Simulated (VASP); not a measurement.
# CdI2 (P-3m1) in VASP: notebook

CdI2 is run at these levels: PBE, r2SCAN, HSE06; tasks: single point.

All numbers are computed with VASP 6.6.1; they aren't measurements. Logs are shortened: lines on timing, memory, paths and dates and some standing lists are left out, and cuts for length are marked.

## 1. The cell of the first run

Symmetry: P-3m1, No. 164, trigonal system. The conventional cell has a = 4.311 Å, b = 4.311 Å, c = 6.998 Å, α = 90.00°, β = 90.00°, γ = 120.00°. Within 4.0 Å of Cd (site symmetry -3m) lie 6 I at 3.01 Å. I (site symmetry 3m) has 3 Cd at 3.01 Å within 4.0 Å.

## 2. Single point, PBE (strain +1.5%)

Contents of INCAR:

```
PREC = Accurate
ENCUT = 500
EDIFF = 1E-6
ISMEAR = -1
SIGMA = 0.02
LREAL = False
LASPH = True
NELM = 120
ALGO = Normal
ISIF = 2
LWAVE = False
LCHARG = True
GGA = PE
LELF = True
LVHAR = True
NBANDS = 20
GGA_COMPAT = False
```

Contents of KPOINTS:

```
regular mesh
0
Gamma
  12 12 4
```

Contents of POSCAR:

```
CdI2
1.0
    4.3107138579      0.0000000000      0.0000000000
   -2.1553569289      3.7331877094      0.0000000000
    0.0000000000      0.0000000000      6.9984505437
Cd I
1 2
Direct
    0.0000000000      0.0000000000      0.0000000000
    0.3333333333      0.6666666667      0.2429773643
    0.6666666667      0.3333333333      0.7570226357
```

Potentials or basis: VASP PAW PBE potentials, release 64 (Cd, I).

Command:

```sh
$ cat potpaw_PBE.64/Cd/POTCAR potpaw_PBE.64/I/POTCAR > POTCAR
$ mpirun -np 1 vasp_std > vasp.out
```

OUTCAR:

```text
PREC = Accurate
   ENCUT = 500
   EDIFF = 1E-6
   ISMEAR = -1
   LREAL = False
   LASPH = True
   NELM = 120
   ISIF = 2
   GGA = PE

 ion  position               nearest neighbor table
   1  0.000  0.000  0.000-   2 3.01   3 3.01   2 3.01   3 3.01   3 3.01   2 3.01
   2  0.333  0.667  0.243-   1 3.01   1 3.01   1 3.01
   3  0.667  0.333  0.757-   1 3.01   1 3.01   1 3.01

  LATTYP: Found a hexagonal cell.
 ALAT       =     4.3107138579
 C/A-ratio  =     1.6235015300

  Lattice vectors:

 A1 = (   4.3107138579,   0.0000000000,   0.0000000000)
 A2 = (  -2.1553569289,   3.7331877094,   0.0000000000)
 A3 = (   0.0000000000,   0.0000000000,   6.9984505437)

Analysis of symmetry for initial positions (statically):
=====================================================================
 Subroutine PRICEL returns:
 Original cell was already a primitive cell.

 Routine SETGRP: Setting up the symmetry group for a
 hexagonal supercell.

 Subroutine GETGRP returns: Found 12 space group operations
 (whereof 12 operations were pure point group operations)
 out of a pool of 24 trial point group operations.

The static configuration has the point symmetry D_3d.

Analysis of symmetry for dynamics (positions and initial velocities):
=====================================================================
 Subroutine PRICEL returns:
 Original cell was already a primitive cell.

 Routine SETGRP: Setting up the symmetry group for a
 hexagonal supercell.

 Subroutine GETGRP returns: Found 12 space group operations
 (whereof 12 operations were pure point group operations)
 out of a pool of 24 trial point group operations.

The dynamic configuration has the point symmetry D_3d.

 Subroutine INISYM returns: Found 12 space group operations
 (whereof 12 operations are pure point group operations),
 and found     1 'primitive' translations

----------------------------------------------------------------------------------------

                                     Primitive cell

  volume of cell :     112.6240

  direct lattice vectors                    reciprocal lattice vectors
     4.310713858  0.000000000  0.000000000     0.231980139  0.133933796  0.000000000
    -2.155356929  3.733187709  0.000000000     0.000000000  0.267867591  0.000000000
     0.000000000  0.000000000  6.998450544     0.000000000  0.000000000  0.142888771

  length of vectors
     4.310713858  4.310713858  6.998450544     0.267867591  0.267867591  0.142888771

  position of ions in fractional coordinates (direct lattice)
     0.000000000  0.000000000  0.000000000
     0.333333333  0.666666667  0.242977364
     0.666666667  0.333333333  0.757022636

  ion indices of the primitive-cell ions
   primitive index   ion index
                 1           1
                 2           2
                 3           3

----------------------------------------------------------------------------------------

 KPOINTS: regular mesh

Automatic generation of k-mesh.
 Grid dimensions read from file:
 generate k-points for:   12   12    4

 Generating k-lattice:

  Cartesian coordinates                     Fractional coordinates (reciprocal lattice)
     0.019331678  0.011161150  0.000000000     0.083333333  0.000000000  0.000000000
     0.000000000  0.022322299  0.000000000     0.000000000  0.083333333  0.000000000
     0.000000000  0.000000000  0.035722193     0.000000000  0.000000000  0.250000000

  Length of vectors
     0.022322299  0.022322299  0.035722193

  Shift w.r.t. Gamma in fractional coordinates (k-lattice)
     0.000000000  0.000000000  0.000000000

 Subroutine IBZKPT returns following result:
 ===========================================

 Found     69 irreducible k-points:

 Following reciprocal coordinates:
            Coordinates               Weight
  0.000000  0.000000  0.000000      1.000000
  0.083333 -0.000000  0.000000      6.000000
  0.166667  0.000000  0.000000      6.000000
  0.250000  0.000000  0.000000      6.000000
  0.333333 -0.000000  0.000000      6.000000
  0.416667 -0.000000  0.000000      6.000000
[... 16 lines left out ...]
  0.166667  0.000000  0.250000      6.000000
  0.000000  0.166667  0.250000      6.000000
 [... further k-points ...]
   k-points           NKPTS =     69   k-points in BZ     NKDIM =     69   number of bands    NBANDS=     20
   number of dos      NEDOS =    301   number of ions     NIONS =      3
   total plane-waves  NPLWV =  55296
   dimension x,y,z NGX =    32 NGY =   32 NGZ =   54
   dimension x,y,z NGXF=    64 NGYF=   64 NGZF=  108
   ions per type =               1   2
   NGX,Y,Z   is equivalent  to a cutoff of  12.34, 12.34, 12.83 a.u.
   NGXF,Y,Z  is equivalent  to a cutoff of  24.68, 24.68, 25.66 a.u.
 SYSTEM =  unknown system
   PREC   = accura    normal or accurate (medium, high low for compatibility)
   ISTART =      0    job   : 0-new  1-cont  2-samecut
   ICHARG =      2    charge: 1-file 2-atom 10-const
   ISPIN  =      1    spin polarized calculation?
[... 81 lines left out ...]
     20      10.3962      0.00000

 k-point     3 :       0.1667    0.0000    0.0000
  band No.  band energies     occupation
      1     -10.2785      2.00000
      2      -9.7455      2.00000
      3      -5.9586      2.00000
      4      -5.9143      2.00000
      5      -5.8358      2.00000
      6      -5.7933      2.00000
[... 12 lines left out ...]
     19       9.7958      0.00000
     20      10.4819      0.00000

 k-point     4 :       0.2500    0.0000    0.0000
  band No.  band energies     occupation
      1     -10.1480      2.00000
      2      -9.7343      2.00000
      3      -5.9468      2.00000
      4      -5.8700      2.00000
      5      -5.8048      2.00000
      6      -5.7835      2.00000
[... 12 lines left out ...]
     19       9.5450      0.00000
     20      10.4495      0.00000

 k-point     5 :       0.3333   -0.0000    0.0000
  band No.  band energies     occupation
      1     -10.0025      2.00000
      2      -9.7295      2.00000
      3      -5.9406      2.00000
      4      -5.8607      2.00000
      5      -5.7886      2.00000
      6      -5.7564      2.00000
[... 12 lines left out ...]
     19       9.9607      0.00000
     20      10.5163      0.00000

 k-point     6 :       0.4167   -0.0000    0.0000
  band No.  band energies     occupation
      1      -9.8740      2.00000
      2      -9.7417      2.00000
      3      -5.9393      2.00000
      4      -5.8660      2.00000
      5      -5.7792      2.00000
      6      -5.7401      2.00000
[... 12 lines left out ...]
     19      10.3456      0.00000
     20      10.8888      0.00000

 k-point     7 :       0.5000    0.0000    0.0000
  band No.  band energies     occupation
      1      -9.7908      2.00000
      2      -9.7809      2.00000
      3      -5.9394      2.00000
      4      -5.8693      2.00000
      5      -5.7758      2.00000
      6      -5.7334      2.00000
[... 12 lines left out ...]
     19      10.5093      0.00000
     20      11.0367      0.00000
[... 277 lines left out ...]
 k-point    20 :       0.0000    0.0000    0.2500
  band No.  band energies     occupation
      1     -10.3462      2.00000
      2      -9.8304      2.00000
      3      -5.9755      2.00000
      4      -5.9755      2.00000
      5      -5.8560      2.00000
      6      -5.7887      2.00000
[... 12 lines left out ...]
     19       9.9230      0.00000
     20      10.3123      0.00000

 k-point    21 :       0.0833   -0.0000    0.2500
  band No.  band energies     occupation
      1     -10.3156      2.00000
      2      -9.8241      2.00000
      3      -5.9704      2.00000
      4      -5.9603      2.00000
      5      -5.8501      2.00000
      6      -5.7904      2.00000
[... 12 lines left out ...]
     19       9.8033      0.00000
     20      10.4771      0.00000

 k-point    22 :       0.0000    0.0833    0.2500
  band No.  band energies     occupation
      1     -10.3160      2.00000
      2      -9.8235      2.00000
      3      -5.9707      2.00000
      4      -5.9608      2.00000
      5      -5.8499      2.00000
      6      -5.7906      2.00000
[... 12 lines left out ...]
     19       9.8237      0.00000
     20      10.3063      0.00000

 k-point    23 :       0.1667    0.0000    0.2500
  band No.  band energies     occupation
      1     -10.2284      2.00000
      2      -9.8084      2.00000
      3      -5.9584      2.00000
      4      -5.9168      2.00000
      5      -5.8344      2.00000
      6      -5.7932      2.00000
[... 12 lines left out ...]
     19       9.6718      0.00000
     20      10.6143      0.00000

 k-point    24 :       0.0000    0.1667    0.2500
  band No.  band energies     occupation
      1     -10.2319      2.00000
      2      -9.8035      2.00000
      3      -5.9589      2.00000
      4      -5.9218      2.00000
      5      -5.8321      2.00000
      6      -5.7943      2.00000
[... 12 lines left out ...]
     19       9.6832      0.00000
     20      10.1985      0.00000

 [... further k-points ...]

------------------------ aborting loop because EDIFF is reached ----------------------------------------

  FORCE on cell =-STRESS in cart. coord.  units (eV):
  Direction    XX          YY          ZZ          XY          YZ          ZX
  --------------------------------------------------------------------------------------
  -------------------------------------------------------------------------------------
  Total        0.5260678      0.5260678      0.7662522      0.0000000      0.0000000     -0.0000000
  in kB        7.4837866      7.4837866     10.9006247      0.0000000      0.0000000     -0.0000000
  external PRESSURE =       8.6227326 kB  Pullay stress =       0.0000000 kB

 VOLUME and BASIS-vectors are now :
 -----------------------------------------------------------------------------
  energy-cutoff  :      500.00
  volume of cell :      112.62
      direct lattice vectors                 reciprocal lattice vectors
     4.310713858  0.000000000  0.000000000     0.231980139  0.133933796  0.000000000
    -2.155356929  3.733187709  0.000000000     0.000000000  0.267867591  0.000000000
     0.000000000  0.000000000  6.998450544     0.000000000  0.000000000  0.142888771

 POSITION                                       TOTAL-FORCE (eV/Angst)
 -----------------------------------------------------------------------------------
      0.00000      0.00000      0.00000         0.000000      0.000000     -0.000000
     -0.00000      2.48879      1.70047        -0.000000      0.000000      0.081359
      2.15536      1.24440      5.29799         0.000000      0.000000     -0.081359
 -----------------------------------------------------------------------------------
    total drift:                                0.000000     -0.000000      0.000000

  FREE ENERGIE OF THE ION-ELECTRON SYSTEM (eV)
  ---------------------------------------------------
  free  energy   TOTEN  =        -5.5260087274 eV

  energy  without entropy=       -5.5260087274  energy(sigma->0) =       -5.52600873
```

It took 61 s on 1 thread of AMD EPYC 9R45 (Zen 5), shared host; peak memory 0.28 GiB.

Results:

```
Free energy            : -5.5260 eV
Pressure               : 0.9 GPa
Largest force          : 0.081 eV/Å
Band gap on the k mesh : 2.42 eV (least direct gap 2.52 eV)
```

Forces in eV/Å, atoms in the order of the input:
```
Cd   0.000  0.000  0.000
I    0.000  0.000  0.081
I    0.000  0.000 -0.081
```

Stress tensor (GPa, compression positive):
```
0.75 0.00 0.00
0.00 0.75 0.00
0.00 0.00 1.09
```

Levels at points of the mesh, in eV from the valence-band top:
```csv
k point,band 9,band 10,band 11,band 12,band 13,band 14,band 15,band 16,band 17,band 18
"(0.00, 0.00, 0.00)",-0.29,-0.29,-0.13,-0.13,-0.10,2.42,4.47,6.28,6.28,8.20
"(0.50, 0.00, 0.00)",-2.59,-1.75,-1.42,-0.55,-0.11,2.64,5.07,6.11,6.59,7.61
"(0.00, 0.00, 0.50)",-1.33,-0.38,-0.38,-0.02,-0.02,3.41,4.49,6.11,6.11,8.00
"(0.50, 0.00, 0.50)",-2.94,-1.27,-1.12,-0.41,-0.35,2.42,5.06,5.98,6.69,7.24
```

Caveat: the cell differs from its parent crystal (strain +1.5%); spin-orbit coupling is left out, which moves the levels of the heavy elements; this functional lacks dispersion, which binds the layers, so the pressure and a relaxed spacing across them are unreliable.

## 3. Single point, r2SCAN (epitaxial xy strain -3.0%)

Contents of POSCAR:

```
CdI2
1.0
    4.1195984652      0.0000000000      0.0000000000
   -2.0597992326      3.5676769243      0.0000000000
    0.0000000000      0.0000000000      7.0523933773
Cd I
1 2
Direct
    0.0000000000      0.0000000000      0.0000000000
    0.3333333333      0.6666666667      0.2518616018
    0.6666666667      0.3333333333      0.7481383982
```

Contents of INCAR.step1:

```
SYSTEM = CdI2
  PREC = Accurate
  ENCUT = 550
  ISMEAR = 0
  SIGMA = 0.01
  LREAL = .False.
  LASPH = .True.
  NELM = 120
  NBANDS = 20
  GGA = PE
  ALGO = Normal
  EDIFF = 1E-5
  LWAVE = .True.
  LCHARG = .False.
  GGA_COMPAT = .False.
```

Contents of INCAR.step2:

```
SYSTEM = CdI2
  PREC = Accurate
  ENCUT = 550
  EDIFF = 1E-6
  ISMEAR = 0
  SIGMA = 0.01
  LREAL = .False.
  LASPH = .True.
  NELM = 120
  ALGO = Normal
  ISIF = 2
  LWAVE = .False.
  LCHARG = .True.
  METAGGA = R2SCAN
  LMIXTAU = .True.
  LELF = .True.
  LVHAR = .True.
  NBANDS = 20
  ISTART = 1
  GGA_COMPAT = .False.
```

Contents of KPOINTS:

```
regular mesh
0
Gamma
  12 12 4
  0 0 0
```

Potentials or basis: VASP PAW PBE potentials, release 64 (Cd, I).

Command:

```sh
$ cat potpaw_PBE.64/Cd/POTCAR potpaw_PBE.64/I/POTCAR > POTCAR
$ cp INCAR.step1 INCAR
$ mpirun -np 1 vasp_std > vasp.out
$ cp INCAR.step2 INCAR
$ mpirun -np 1 vasp_std > vasp.out
```

Run time: 5.4 min. Hardware: 1 thread of AMD EPYC 9R45 (Zen 5), shared host; peak memory 0.31 GiB.

It converged, with:

```
Free energy            : -71.2935 eV
Pressure               : 2.3 GPa
Largest force          : 0.021 eV/Å
Band gap on the k mesh : 2.59 eV (least direct gap 3.08 eV)
```

Forces on the atoms (eV/Å):
```
Cd   0.000  0.000  0.000
I    0.000  0.000  0.021
I    0.000  0.000 -0.021
```

Stress tensor (GPa, compression positive):
```
2.92 0.00 0.00
0.00 2.92 0.00
0.00 0.00 0.98
```

Levels at points of the mesh, in eV from the valence-band top:
| k point | band 9 | band 10 | band 11 | band 12 | band 13 | band 14 | band 15 | band 16 | band 17 | band 18 |
| --- | --- | --- | --- | --- | --- | --- | --- | --- | --- | --- |
| (0.00, 0.00, 0.00) | -0.56 | -0.31 | -0.31 | -0.13 | -0.13 | 3.10 | 5.16 | 7.02 | 7.02 | 8.52 |
| (0.50, 0.00, 0.00) | -3.18 | -2.33 | -1.58 | -0.96 | -0.27 | 2.93 | 5.41 | 6.12 | 6.98 | 7.56 |
| (0.00, 0.00, 0.50) | -2.04 | -0.42 | -0.42 | 0.00 | 0.00 | 4.29 | 5.21 | 6.84 | 6.84 | 8.11 |
| (0.50, 0.00, 0.50) | -3.58 | -1.58 | -1.39 | -0.76 | -0.56 | 2.59 | 5.09 | 6.05 | 6.74 | 7.73 |

Caveat: the cell differs from its parent crystal (epitaxial xy strain -3.0%); the PAW data sets were made with another functional, which shifts forces and pressure a little; spin-orbit coupling is left out, which moves the levels of the heavy elements. A k mesh can miss the band edges.

## 4. Single point, HSE06 (epitaxial xy strain -2.5%)

Contents of POSCAR:

```
CdI2
1.0
    4.1408335089      0.0000000000      0.0000000000
   -2.0704167544      3.5860670115      0.0000000000
    0.0000000000      0.0000000000      7.0274584198
Cd I
1 2
Direct
    0.0000000000      0.0000000000      0.0000000000
    0.3333333333      0.6666666667      0.2514013548
    0.6666666667      0.3333333333      0.7485986452
```

Contents of INCAR.step1:

```
PREC = Accurate ; ENCUT = 400
EDIFF = 1E-5 ; ISMEAR = 0
SIGMA = 0.01 ; LREAL = F
LASPH = T ; NELM = 120
ALGO = Normal ; ISIF = 2
LWAVE = T ; LCHARG = F
GGA = PE ; NBANDS = 20
GGA_COMPAT = F ; KPAR = 4
```

Contents of INCAR.step2:

```
PREC = Accurate ; ENCUT = 400
EDIFF = 1E-6 ; ISMEAR = 0
SIGMA = 0.01 ; LREAL = F
LASPH = T ; NELM = 120
ALGO = Normal ; ISIF = 2
LWAVE = F ; LCHARG = F
GGA = PE ; LHFCALC = T
HFSCREEN = 0.2079 ; PRECFOCK = Normal
ISTART = 1 ; NBANDS = 20
GGA_COMPAT = F ; KPAR = 4
```

Contents of KPOINTS:

```
Automatic mesh
0
Gamma
  6 6 4
```

Command:

```sh
$ cat potpaw_PBE.64/Cd/POTCAR potpaw_PBE.64/I/POTCAR > POTCAR
$ cp INCAR.step1 INCAR
$ mpirun -np 4 vasp_std > vasp.out
$ cp INCAR.step2 INCAR
$ mpirun -np 4 vasp_std > vasp.out
```

It took 21 min on 4 MPI ranks of Intel Xeon Platinum 8488C (Sapphire Rapids), shared host; peak memory 0.32 GiB.

The run converged. Its results:

| Item | Value |
| --- | --- |
| Free energy | -7.0267 eV |
| Pressure | 1.6 GPa |
| Largest force | 0.060 eV/Å |
| Band gap on the k mesh | 3.15 eV (least direct gap 3.63 eV) |

Forces in eV/Å, atoms in the order of the input:
```
Cd   0.000  0.000  0.000
I    0.000  0.000 -0.060
I    0.000  0.000  0.060
```

Stress tensor (GPa, compression positive):
```
2.17 0.00 0.00
0.00 2.17 0.00
0.00 0.00 0.59
```

Levels at points of the mesh, in eV from the valence-band top:
```csv
k point,band 10,band 11,band 12,band 13,band 14,band 15,band 16,band 17
"(0.00, 0.00, 0.00)",-0.31,-0.31,-0.14,-0.14,3.49,5.47,7.53,7.53
"(0.50, 0.00, 0.00)",-2.40,-1.65,-0.94,-0.26,3.50,5.80,6.63,7.52
"(0.00, 0.00, 0.50)",-0.43,-0.43,0.00,0.00,4.76,5.51,7.34,7.34
"(0.50, 0.00, 0.50)",-1.60,-1.45,-0.75,-0.57,3.15,5.57,6.55,7.25
```

Caveat: the cell differs from its parent crystal (epitaxial xy strain -2.5%); the PAW data sets were made with another functional, which shifts forces and pressure a little; spin-orbit coupling is left out, which moves the levels of the heavy elements; this functional lacks dispersion, which binds the layers, so the pressure and a relaxed spacing across them are unreliable. A k mesh can miss the band edges.

## 5. Summary

```csv
level,cell,k mesh,cutoff (eV),smearing,grid for exact exchange (PRECFOCK),share of exact exchange,screening parameter,gap on the mesh (eV),pressure (GPa),largest force (eV/Å)
PBE,"a = 4.311, b = 4.311, c = 6.998 Å, angles 90.0, 90.0, 120.0°, 3 atoms, atomic positions A",12 × 12 × 4,500,fermi-dirac 0.02 eV,-,-,-,2.42,0.9,0.08
r2SCAN,"a = 4.120, b = 4.120, c = 7.052 Å, angles 90.0, 90.0, 120.0°, 3 atoms, atomic positions B",12 × 12 × 4,550,gaussian 0.01 eV,-,-,-,2.59,2.3,0.02
HSE06,"a = 4.141, b = 4.141, c = 7.027 Å, angles 90.0, 90.0, 120.0°, 3 atoms, atomic positions B",6 × 6 × 4,400,gaussian 0.01 eV,Normal,0.25,0.2079 1/Å,3.15,1.6,0.06
```

Alike in all rows: task single point; potentials or basis VASP PAW PBE potentials, release 64 (Cd, I); no spin polarisation.

Caveats: spin-orbit coupling is left out, which moves the levels of the heavy elements; this functional lacks dispersion, which binds the layers, so the pressure and a relaxed spacing across them are unreliable (at least some runs); the PAW data sets were made with another functional, which shifts forces and pressure a little (at least some runs).

Absolute energies hang on the potentials; compare differences alone.
